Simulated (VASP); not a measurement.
## K2Ge: single point with PBE

Crystal: K2Ge.

```
CELL_PARAMETERS angstrom
4.43673 0.00000 0.00000
0.00000 4.43673 0.00000
0.00000 0.00000 5.59089
ATOMIC_POSITIONS crystal
K 0.00000 0.50000 0.50000
K 0.50000 0.00000 0.50000
Ge 0.50000 0.50000 0.00000
```

```json
{"Program": "VASP 6.6.1", "Task": "single point", "Functional": "PBE", "Potentials or basis": "VASP PAW PBE potentials, release 64 (K_sv, Ge_d)", "Cutoff": "520 eV", "k mesh": "4 × 4 × 4", "Occupations": "gaussian, width 0.1 eV", "Spin": "no spin polarisation", "Dipole correction": "no", "Further INCAR settings": "ALGO = Fast; EDIFF = 1e-06; NBANDS = 23"}
```

```
Pressure               : 1.7 GPa
Band gap on the k mesh : zero (band 16 reaches 1.99 eV, above the bottom of band 17 at 0.82 eV)
```

Stress tensor (GPa, compression positive):
```
 4.29  0.00  0.00
 0.00  4.29  0.00
 0.00  0.00 -3.41
```

Levels at points of the mesh, in eV from the Fermi level:
```tsv
k point	band 13	band 14	band 15	band 16	band 17	band 18	band 19	band 20
(0.00, 0.00, 0.00)	-14.95	-7.43	-0.06	0.01	1.22	1.39	1.39	3.46
(0.50, 0.00, 0.00)	-15.14	-7.04	-1.44	-0.15	1.65	2.31	2.62	3.17
(0.50, 0.50, 0.00)	-14.75	-6.69	-0.77	-0.77	-0.40	2.16	2.64	3.63
(0.00, 0.00, 0.50)	-14.95	-7.18	-1.97	0.76	0.94	0.94	3.22	3.24
(0.50, 0.00, 0.50)	-15.15	-6.97	-1.03	-0.82	1.39	1.41	4.55	4.65
(0.50, 0.50, 0.50)	-14.75	-6.80	-0.24	-0.24	0.08	1.47	2.70	2.70
```

It took 110 s on 1 thread of Intel(R) Xeon(R) Platinum 8488C (Sapphire Rapids), with other jobs on the host, peak memory 0.24 GiB.
